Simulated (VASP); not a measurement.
Input of a VASP 6.6.1 run:

The input INCAR:

```
PREC = Accurate
ENCUT = 500
EDIFF = 1E-6
ISMEAR = 0
SIGMA = 0.01
LREAL = False
LASPH = True
NELM = 120
ALGO = Normal
ISIF = 2
LWAVE = False
LCHARG = True
GGA = CA
LELF = True
LVHAR = True
NBANDS = 16
GGA_COMPAT = False
```

The input KPOINTS:

```
regular mesh
0
Gamma
  2 2 2
```

The input POSCAR:

```
CdSe
1.0
    0.0000000000      2.8739600000      2.8739600000
    2.8739600000      0.0000000000      2.8739600000
    2.8739600000      2.8739600000      0.0000000000
Cd Se
1 1
Direct
    0.0000000000      0.0000000000      0.0000000000
    0.5000000000      0.5000000000      0.5000000000
```

Potentials or basis: VASP PAW LDA potentials, release 64 (Cd, Se).

Run with:

```bash
$ cat potpaw_LDA.64/Cd/POTCAR potpaw_LDA.64/Se/POTCAR > POTCAR
$ mpirun -np 1 vasp_std > vasp.out
```

What does it give for the band gap on the k mesh?

Zero (band 9 reaches 2.06 eV, above the bottom of band 10 at 1.65 eV).

What does it give for the pressure?

0.4 GPa.

Caveat: the k points lie up to 0.95 Å⁻¹ apart.
